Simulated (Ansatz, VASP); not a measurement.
**Ta4C3 in VASP and in Ansatz**

POSCAR

```
Ta4C3
1.0
    4.5676262254      0.0000000000      0.0000000000
    0.0000000000      4.5676262254      0.0000000000
    0.0000000000      0.0000000000      4.5676262254
Ta C
4 3
Direct
    0.0000000000      0.5000000000      0.5000000000
    0.5000000000      0.0000000000      0.5000000000
    0.5000000000      0.5000000000      0.0000000000
    0.0000000000      0.0000000000      0.0000000000
    0.5000000000      0.0000000000      0.0000000000
    0.0000000000      0.5000000000      0.0000000000
    0.0000000000      0.0000000000      0.5000000000
```

The input INCAR.step1:

```
PREC = Accurate ; ENCUT = 520
ISMEAR = 0 ; SIGMA = 0.1
LREAL = F ; LASPH = T
NELM = 60 ; NBANDS = 37
GGA = PE ; ALGO = Normal
EDIFF = 1E-4 ; LWAVE = T
LCHARG = F
```

Contents of INCAR.step2:

```
PREC = Accurate ; ENCUT = 520
EDIFF = 1E-6 ; ISMEAR = 0
SIGMA = 0.1 ; LREAL = F
LASPH = T ; NELM = 60
ALGO = Normal ; ISIF = 2
LWAVE = F ; LCHARG = F
METAGGA = R2SCAN ; LMIXTAU = T
NBANDS = 37 ; ISTART = 1
```

The input KPOINTS:

```
Automatic mesh
0
Gamma
  8 8 8
```

Input for Ansatz:

```yaml
crystal:
  lattice:
    - [4.5676262254, 0.0, 0.0]
    - [0.0, 4.5676262254, 0.0]
    - [0.0, 0.0, 4.5676262254]
  atoms:
    - { symbol: Ta, position: [0.0, 0.5, 0.5] }
    - { symbol: Ta, position: [0.5, 0.0, 0.5] }
    - { symbol: Ta, position: [0.5, 0.5, 0.0] }
    - { symbol: Ta, position: [0.0, 0.0, 0.0] }
    - { symbol: C, position: [0.5, 0.0, 0.0] }
    - { symbol: C, position: [0.0, 0.5, 0.0] }
    - { symbol: C, position: [0.0, 0.0, 0.5] }
basis:
  ecutwfc: 500
kpoints:
  mp_grid: { grid: [8, 8, 8] }
hamiltonian:
  xc: r2scan
scf:
  occupations: { method: gaussian, width: 0.1 }
output:
  forces: true
  stress: true
  eigenvalues: true
```

Alike in both runs: task single point; functional r2SCAN; k mesh 8 × 8 × 8; occupations gaussian, width 0.1 eV; no spin polarisation.

```csv
,VASP,Ansatz
version,VASP 6.6.1,Ansatz 0.2.0
potentials or method,"VASP PAW PBE potentials, release 64 (Ta_pv, C), cutoff 520 eV","scalar-relativistic, plane waves, PAW"
valence electrons in the cell,56,64
```

|  | VASP | Ansatz | Ansatz less VASP |
| --- | --- | --- | --- |
| gap on the k mesh at the Fermi level (eV) | none | none | - |
| pressure (GPa) | -23.3 | -24.0 | -0.75 |

VASP's potentials were made for PBE, not for r2SCAN. A gap of «none» marks a metal or a gap that the smearing closes. With one functional, cell and mesh, what is left measures potentials, basis and numerics. VASP's potentials hold 56 valence electrons a cell and Ansatz's 64, so a difference there can come from the potentials and not from the codes.

Spin-orbit coupling is off throughout.
